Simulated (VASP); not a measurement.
# W (P6/mmm) in VASP: notebook

W is run at these levels: PBE; tasks: single point, relaxation of cell and atoms.

All numbers are computed with VASP 6.6.1; they aren't measurements. Logs are shortened: lines on timing, memory, paths and dates and some standing lists are left out, and cuts for length are marked.

**1. The cell of the first run**

Symmetry: P6/mmm, No. 191, hexagonal system. Conventional cell: a = 2.787 Å, b = 2.787 Å, c = 2.597 Å, α = 90.00°, β = 90.00°, γ = 120.00°. Within 3.4 Å of W (site symmetry 6/mmm) lie 8 W at 2.60 to 2.79 Å.

**2. Single point, PBE**

Contents of INCAR:

```
SYSTEM = W
PREC = Accurate ; ENCUT = 520
EDIFF = 1E-7 ; ISMEAR = 0
SIGMA = 0.1 ; LREAL = .False.
LASPH = .True. ; NELM = 60
ALGO = Fast ; ISIF = 2
LWAVE = .False. ; LCHARG = .True.
GGA = PE ; LELF = .True.
LVHAR = .True. ; NBANDS = 13
```

Contents of KPOINTS:

```
Automatic mesh
0
Gamma
  24 24 22
  0 0 0
```

Contents of POSCAR:

```
W
1.0
    2.7873510735      0.0000000000      0.0000000000
   -1.3936755368      2.4139168389      0.0000000000
    0.0000000000      0.0000000000      2.5974255956
W
1
Direct
    0.0000000000      0.0000000000      0.0000000000
```

Potentials or basis: VASP PAW PBE potentials, release 64 (W_sv).

On the command line:

```console
> cat potpaw_PBE.64/W_sv/POTCAR > POTCAR
> mpirun -np 1 vasp_std > vasp.out
```

OUTCAR:

```text
SYSTEM = W
   PREC = Accurate
   ENCUT = 520
   EDIFF = 1E-7
   ISMEAR = 0
   LREAL = .False.
   LASPH = .True.
   NELM = 60
   ISIF = 2
   GGA = PE

 ion  position               nearest neighbor table
   1  0.000  0.000  0.000-

  LATTYP: Found a hexagonal cell.
 ALAT       =     2.7873510735
 C/A-ratio  =     0.9318616590

  Lattice vectors:

 A1 = (   2.7873510735,   0.0000000000,   0.0000000000)
 A2 = (  -1.3936755368,   2.4139168389,   0.0000000000)
 A3 = (   0.0000000000,   0.0000000000,   2.5974255956)

Analysis of symmetry for initial positions (statically):
=====================================================================
 Subroutine PRICEL returns:
 Original cell was already a primitive cell.

 Routine SETGRP: Setting up the symmetry group for a
 hexagonal supercell.

 Subroutine GETGRP returns: Found 24 space group operations
 (whereof 24 operations were pure point group operations)
 out of a pool of 24 trial point group operations.

The static configuration has the point symmetry D_6h.

Analysis of symmetry for dynamics (positions and initial velocities):
=====================================================================
 Subroutine PRICEL returns:
 Original cell was already a primitive cell.

 Routine SETGRP: Setting up the symmetry group for a
 hexagonal supercell.

 Subroutine GETGRP returns: Found 24 space group operations
 (whereof 24 operations were pure point group operations)
 out of a pool of 24 trial point group operations.

The dynamic configuration has the point symmetry D_6h.

 Subroutine INISYM returns: Found 24 space group operations
 (whereof 24 operations are pure point group operations),
 and found     1 'primitive' translations

----------------------------------------------------------------------------------------

                                     Primitive cell

  volume of cell :      17.4766

  direct lattice vectors                    reciprocal lattice vectors
     2.787351073  0.000000000  0.000000000     0.358763562  0.207132239  0.000000000
    -1.393675537  2.413916839  0.000000000     0.000000000  0.414264478  0.000000000
     0.000000000  0.000000000  2.597425596     0.000000000  0.000000000  0.384996591

  length of vectors
     2.787351073  2.787351074  2.597425596     0.414264478  0.414264478  0.384996591

  position of ions in fractional coordinates (direct lattice)
     0.000000000  0.000000000  0.000000000

  ion indices of the primitive-cell ions
   primitive index   ion index
                 1           1

----------------------------------------------------------------------------------------

 KPOINTS: Automatic mesh

Automatic generation of k-mesh.
 Grid dimensions read from file:
 generate k-points for:   24   24   22

 Generating k-lattice:

  Cartesian coordinates                     Fractional coordinates (reciprocal lattice)
     0.014948482  0.008630510  0.000000000     0.041666667  0.000000000  0.000000000
     0.000000000  0.017261020  0.000000000     0.000000000  0.041666667  0.000000000
     0.000000000  0.000000000  0.017499845     0.000000000  0.000000000  0.045454545

  Length of vectors
     0.017261020  0.017261020  0.017499845

  Shift w.r.t. Gamma in fractional coordinates (k-lattice)
     0.000000000  0.000000000  0.000000000

 Subroutine IBZKPT returns following result:
 ===========================================

 Found    732 irreducible k-points:

 Following reciprocal coordinates:
            Coordinates               Weight
  0.000000  0.000000  0.000000      1.000000
  0.041667  0.000000  0.000000      6.000000
  0.083333 -0.000000  0.000000      6.000000
  0.125000  0.000000  0.000000      6.000000
  0.166667  0.000000  0.000000      6.000000
  0.208333  0.000000  0.000000      6.000000
[... 16 lines left out ...]
  0.416667  0.041667  0.000000     12.000000
  0.458333  0.041667  0.000000     12.000000
 [... further k-points ...]
   k-points           NKPTS =    732   k-points in BZ     NKDIM =    732   number of bands    NBANDS=     13
   number of dos      NEDOS =    301   number of ions     NIONS =      1
   total plane-waves  NPLWV =  11520
   dimension x,y,z NGX =    24 NGY =   24 NGZ =   20
   dimension x,y,z NGXF=    48 NGYF=   48 NGZF=   40
   ions per type =               1
   NGX,Y,Z   is equivalent  to a cutoff of  14.31, 14.31, 12.80 a.u.
   NGXF,Y,Z  is equivalent  to a cutoff of  28.63, 28.63, 25.60 a.u.
 SYSTEM =  W
   PREC   = accura    normal or accurate (medium, high low for compatibility)
   ISTART =      0    job   : 0-new  1-cont  2-samecut
   ICHARG =      2    charge: 1-file 2-atom 10-const
   ISPIN  =      1    spin polarized calculation?
   LNONCOLLINEAR =      F non collinear calculations
   LSORBIT =      F    spin-orbit coupling
   LASPH  =      T    aspherical Exc in radial PAW
   ENCUT  =  520.0 eV  38.22 Ry    6.18 a.u.   5.18  5.18  4.83*2*pi/ulx,y,z
   NELM   =     60;   NELMIN=  2; NELMDL= -5     # of ELM steps
   EDIFF  = 0.1E-06   stopping-criterion for ELM
   LREAL  =      F    real-space projection
   EDIFFG = 0.1E-05   stopping-criterion for IOM
   NSW    =      0    number of steps for IOM
   IBRION =     -1    ionic relax: 0-MD 1-quasi-New 2-CG
   NFREE  =      0    steps in history (QN), initial steepest desc. (CG)
   ISIF   =      2    stress and relaxation
   ISYM   =      2    0-nonsym 1-usesym 2-fastsym
   POTIM  = 0.5000    time-step for ionic-motion
   TEBEG  =    0.0;   TEEND  =   0.0 temperature during run
   PSTRESS=    0.0 pullay stress
   NELECT =      14.0000    total number of electrons
   NUPDOWN=      -1.0000    fix difference up-down
   EMIN   =  10.00;   EMAX   =-10.00  energy-range for DOS
   EFERMI =   0.00;   METHOD = LEGACY
   ISMEAR =     0;   SIGMA  =   0.10  broadening in eV -4-tet -1-fermi 0-gaus
   EFERMI_NEDOS =   21; number of points for ismear=-14 and -15
   IALGO  =     68    algorithm
   IMIX   =      4    mixing-type and parameters
     AMIX     =   0.40;   BMIX     =  1.00
     AMIX_MAG =   1.60;   BMIX_MAG =  1.00
  volume/ion in A,a.u.               =      17.48       117.94
  Fermi-wavevector in a.u.,A,eV,Ry     =   1.520426  2.873188 31.452502  2.311694
  Thomas-Fermi vector in A             =   2.629278
   LORBIT       =      0    0 simple, 1 ext, 2 COOP (PROOUT), +10 PAW based schemes
   GGA     = PE    functional components
   LHFCALC =     F    Hartree Fock is set to
   AEXX    =    0.0000 exact exchange contribution
   IVDW    =     0    specifies the selected vdW correction
   LEPSILON=     F    determine dielectric tensor
   LRPA    =     F    only Hartree local field effects (RPA)
 non-spin polarized calculation
 RMM-DIIS sequential band-by-band and
 Gauss-broadening in eV      SIGMA  =   0.10
  energy-cutoff  :      520.00
  volume of cell :       17.48
 maximum number of plane-waves:       483
 NGX is ok and might be reduce to    24
   NGX = 11   NGY = 11   NGZ =  9

 number of electron      14.0000001 magnetization

 Free energy of the ion-electron system (eV)
  ---------------------------------------------------
  ext. energy  EPLUGINS =         0.00000000
  ---------------------------------------------------
  free energy    TOTEN  =       -11.79217337 eV

  energy without entropy =      -11.78899000  energy(sigma->0) =      -11.79058168

 E-fermi :  10.0203     XC(G=0): -13.0023

 val. band max:       10.0188830651   @ k =   0.2917   0.0417   0.4545
 cond. band min:      10.0213742484   @ k =   0.1667   0.1250   0.4545
 fundamental gap:      0.0024911833
 Fermi energy:        10.0203040946

 k-point     1 :       0.0000    0.0000    0.0000
  band No.  band energies     occupation
      1     -64.0437      2.00000
      2     -27.6745      2.00000
      3     -27.6745      2.00000
      4     -27.6579      2.00000
      5       1.0898      2.00000
      6       5.5380      2.00000
      7       9.2493      2.00000
      8       9.2493      2.00000
      9      14.9445      0.00000
     10      14.9445      0.00000
     11      22.5635      0.00000
     12      24.8968      0.00000
     13      29.6333      0.00000

 k-point     2 :       0.0417    0.0000    0.0000
  band No.  band energies     occupation
      1     -64.0421      2.00000
      2     -27.6946      2.00000
      3     -27.6790      2.00000
      4     -27.6558      2.00000
      5       1.1600      2.00000
      6       5.5685      2.00000
      7       9.1699      2.00000
      8       9.3162      2.00000
      9      14.8481      0.00000
     10      14.9300      0.00000
     11      22.7394      0.00000
     12      25.0572      0.00000
     13      29.0980      0.00000

 k-point     3 :       0.0833   -0.0000    0.0000
  band No.  band energies     occupation
      1     -64.0373      2.00000
      2     -27.7533      2.00000
      3     -27.6923      2.00000
      4     -27.6498      2.00000
      5       1.3661      2.00000
      6       5.6583      2.00000
      7       8.9509      2.00000
      8       9.5152      2.00000
      9      14.5800      0.00000
     10      14.8876      0.00000
     11      23.2417      0.00000
     12      25.5145      0.00000
     13      28.0124      0.00000

 k-point     4 :       0.1250    0.0000    0.0000
  band No.  band energies     occupation
      1     -64.0298      2.00000
      2     -27.8458      2.00000
      3     -27.7134      2.00000
      4     -27.6403      2.00000
      5       1.6946      2.00000
      6       5.8005      2.00000
      7       8.6433      2.00000
      8       9.8429      1.98789
      9      14.1897      0.00000
     10      14.8210      0.00000
     11      23.9869      0.00000
     12      26.2088      0.00000
     13      26.8300      0.00000

 k-point     5 :       0.1667    0.0000    0.0000
  band No.  band energies     occupation
      1     -64.0199      2.00000
      2     -27.9646      2.00000
      3     -27.7408      2.00000
      4     -27.6278      2.00000
      5       2.1222      2.00000
      6       5.9774      2.00000
      7       8.3189      2.00000
      8      10.2926      0.00012
      9      13.7331      0.00000
     10      14.7354      0.00000
     11      24.6383      0.00000
     12      25.9346      0.00000
     13      27.0647      0.00000

 k-point     6 :       0.2083    0.0000    0.0000
  band No.  band energies     occupation
      1     -64.0084      2.00000
      2     -28.1009      2.00000
      3     -27.7725      2.00000
      4     -27.6132      2.00000
      5       2.6153      2.00000
      6       6.1483      2.00000
      7       8.0703      2.00000
      8      10.8546      0.00000
      9      13.2571      0.00000
     10      14.6376      0.00000
     11      24.0331      0.00000
     12      26.4310      0.00000
     13      27.1837      0.00000

 k-point     7 :       0.2500    0.0000    0.0000
  band No.  band energies     occupation
      1     -63.9960      2.00000
      2     -28.2446      2.00000
      3     -27.8063      2.00000
      4     -27.5976      2.00000
      5       3.1286      2.00000
      6       6.2424      2.00000
      7       8.0126      2.00000
      8      11.5149      0.00000
      9      12.7967      0.00000
     10      14.5348      0.00000
     11      22.9826      0.00000
     12      26.4029      0.00000
     13      27.3691      0.00000
[... 193 lines left out ...]
 k-point    20 :       0.2917    0.0417    0.0000
  band No.  band energies     occupation
      1     -63.9770      2.00000
      2     -28.4527      2.00000
      3     -27.8657      2.00000
      4     -27.5735      2.00000
      5       3.8652      2.00000
      6       6.2303      2.00000
      7       8.3107      2.00000
      8      12.1886      0.00000
      9      12.7292      0.00000
     10      14.3475      0.00000
     11      21.4776      0.00000
     12      24.9178      0.00000
     13      28.2945      0.00000

 k-point    21 :       0.3333    0.0417    0.0000
  band No.  band energies     occupation
      1     -63.9662      2.00000
      2     -28.5709      2.00000
      3     -27.8958      2.00000
      4     -27.5598      2.00000
      5       4.1852      2.00000
      6       6.1926      2.00000
      7       8.7656      2.00000
      8      11.8664      0.00000
      9      13.5252      0.00000
     10      14.2575      0.00000
     11      20.6327      0.00000
     12      24.1212      0.00000
     13      27.9169      0.00000

 k-point    22 :       0.3750    0.0417    0.0000
  band No.  band energies     occupation
      1     -63.9574      2.00000
      2     -28.6662      2.00000
      3     -27.9202      2.00000
      4     -27.5486      2.00000
      5       4.3612      2.00000
      6       6.2232      2.00000
      7       9.2560      2.00000
      8      11.6169      0.00000
      9      14.1851      0.00000
     10      14.2865      0.00000
     11      19.9435      0.00000
     12      23.3514      0.00000
     13      27.2747      0.00000

 k-point    23 :       0.4167    0.0417    0.0000
  band No.  band energies     occupation
      1     -63.9511      2.00000
      2     -28.7330      2.00000
      3     -27.9375      2.00000
      4     -27.5407      2.00000
      5       4.4282      2.00000
      6       6.2957      2.00000
      7       9.6739      2.00000
      8      11.4472      0.00000
      9      14.1346      0.00000
     10      14.9200      0.00000
     11      19.4462      0.00000
     12      22.7097      0.00000
     13      26.6903      0.00000

 k-point    24 :       0.4583    0.0417    0.0000
  band No.  band energies     occupation
      1     -63.9479      2.00000
      2     -28.7674      2.00000
      3     -27.9464      2.00000
      4     -27.5366      2.00000
      5       4.4441      2.00000
      6       6.3508      2.00000
      7       9.9168      1.85692
      8      11.3613      0.00000
      9      14.1086      0.00000
     10      15.2955      0.00000
     11      19.1810      0.00000
     12      22.3311      0.00000
     13      26.3527      0.00000

 [... further k-points ...]
[... 5 lines left out ...]
  --------------------------------------------------------------------------------------
  -------------------------------------------------------------------------------------
  Total        0.0417853      0.0417853      0.0902839     -0.0000000      0.0000000      0.0000000
  in kB        3.8306902      3.8306902      8.2768246     -0.0000000      0.0000000      0.0000000
  external PRESSURE =       5.3127350 kB  Pullay stress =       0.0000000 kB

 VOLUME and BASIS-vectors are now :
 -----------------------------------------------------------------------------
  energy-cutoff  :      520.00
  volume of cell :       17.48
      direct lattice vectors                 reciprocal lattice vectors
     2.787351073  0.000000000  0.000000000     0.358763562  0.207132239  0.000000000
    -1.393675537  2.413916839  0.000000000     0.000000000  0.414264478  0.000000000
     0.000000000  0.000000000  2.597425596     0.000000000  0.000000000  0.384996591

 POSITION                                       TOTAL-FORCE (eV/Angst)
 -----------------------------------------------------------------------------------
      0.00000      0.00000      0.00000         0.000000      0.000000      0.000000
 -----------------------------------------------------------------------------------
    total drift:                                0.000000      0.000000      0.000000

  FREE ENERGIE OF THE ION-ELECTRON SYSTEM (eV)
  ---------------------------------------------------
  free  energy   TOTEN  =       -11.7921733732 eV

  energy  without entropy=      -11.7889899962  energy(sigma->0) =      -11.79058168
```

It took 2 min on 1 thread of Intel Xeon Platinum 8259CL at 2.50GHz (Skylake/Cascade Lake), shared host; peak memory 0.26 GiB.

What came out:

```
Free energy            : -11.7922 eV
Pressure               : 0.5 GPa
Band gap on the k mesh : zero (band 7 reaches 10.92 eV, above the bottom of band 8 at 8.94 eV)
```

Stress tensor (GPa, compression positive):
```
0.38 0.00 0.00
0.00 0.38 0.00
0.00 0.00 0.83
```

Levels at points of the mesh, in eV from the Fermi level:
```tsv
k point	band 4	band 5	band 6	band 7	band 8	band 9	band 10	band 11
(0.00, 0.00, 0.00)	-37.68	-8.93	-4.48	-0.77	-0.77	4.92	4.92	12.54
(0.50, 0.00, 0.00)	-37.56	-5.64	-3.67	0.00	1.31	4.14	5.25	9.22
(0.00, 0.00, 0.50)	-37.56	-5.31	-0.90	0.15	0.15	1.07	1.07	9.90
(0.50, 0.00, 0.50)	-37.81	-5.50	-3.72	-0.34	5.43	5.67	5.95	7.08
```

Caveat: spin-orbit coupling is left out, which moves the levels of the heavy elements.

**3. Relaxation of cell and atoms, PBE**

This run uses another cell than the first one, of 17.41 Å³/atom, 0.996 times its volume.

Contents of INCAR:

```
  PREC = Accurate
  ENCUT = 600
  EDIFF = 1E-6
  ISMEAR = 0
  SIGMA = 0.1
  LREAL = F
  LASPH = T
  NELM = 60
  ALGO = Fast
  ISIF = 3
  LWAVE = F
  LCHARG = F
  GGA = PE
  IBRION = 2
  NSW = 100
  EDIFFG = -0.01
```

Contents of KPOINTS:

```
Automatic mesh
0
Gamma
  24 24 22
```

Contents of POSCAR:

```
W
1.0
    2.7880642898      0.0000000000      0.0000000000
   -1.3940321449      2.4145345023      0.0000000000
    0.0000000000      0.0000000000      2.5865332110
W
1
Direct
    0.0000000000      0.0000000000      0.0000000000
```

Potentials or basis: VASP PAW PBE potentials, release 64 (W_sv).

On the command line:

```console
> cat potpaw_PBE.64/W_sv/POTCAR > POTCAR
> mpirun -np 1 vasp_std > vasp.out
```

Run time: 4.9 min. Hardware: 1 thread of Intel Xeon Platinum 8259CL at 2.50GHz (Skylake/Cascade Lake), shared host; peak memory 0.3 GiB.

Results (log left out):

```yaml
Free_energy: -11.7924 eV
Relaxed_volume: 17.52 Å³/atom
Relaxed_cell: a = 2.789 Å, b = 2.789 Å, c = 2.601 Å, α = 90.00°, β = 90.00°, γ = 120.00°
Space_group_after_relaxing_to_0.05_Å: P6/mmm (No. 191)
Energy_gained_by_relaxing: 1.0 meV/atom
Ionic_steps: 5
Pressure_after_relaxing: 0.0 GPa
Band_gap_on_the_k_mesh: zero (band 7 reaches 10.89 eV, above the bottom of band 8 at 8.90 eV)
```

Step by step:
| step | energy change (eV) | largest force (eV/Å) | pressure (GPa) | volume (Å³) |
| --- | --- | --- | --- | --- |
| 1 | 0.0000 | 0.0000 | 1.53 | 17.41 |
| 2 | 0.0043 | 0.0000 | -4.01 | 17.83 |
| 3 | -0.0010 | 0.0000 | -0.25 | 17.54 |
| 4 | -0.0009 | 0.0000 | 0.36 | 17.49 |
| 5 | -0.0010 | 0.0000 | -0.03 | 17.52 |

Final structure:
```
CELL_PARAMETERS angstrom
2.78882 0.00000 0.00000
-1.39441 2.41519 0.00000
0.00000 0.00000 2.60134
ATOMIC_POSITIONS crystal
W 0.00000 0.00000 0.00000
```

Levels at points of the mesh, in eV from the Fermi level:
```tsv
k point	band 5	band 6	band 7	band 8	band 9	band 10
(0.00, 0.00, 0.00)	-8.92	-4.47	-0.77	-0.77	4.90	4.90
(0.50, 0.00, 0.00)	-5.63	-3.66	0.00	1.29	4.11	5.23
(0.00, 0.00, 0.50)	-5.32	-0.91	0.15	0.15	1.08	1.08
(0.50, 0.00, 0.50)	-5.48	-3.72	-0.33	5.41	5.65	5.93
```

Caveat: spin-orbit coupling is left out, which moves the levels of the heavy elements.
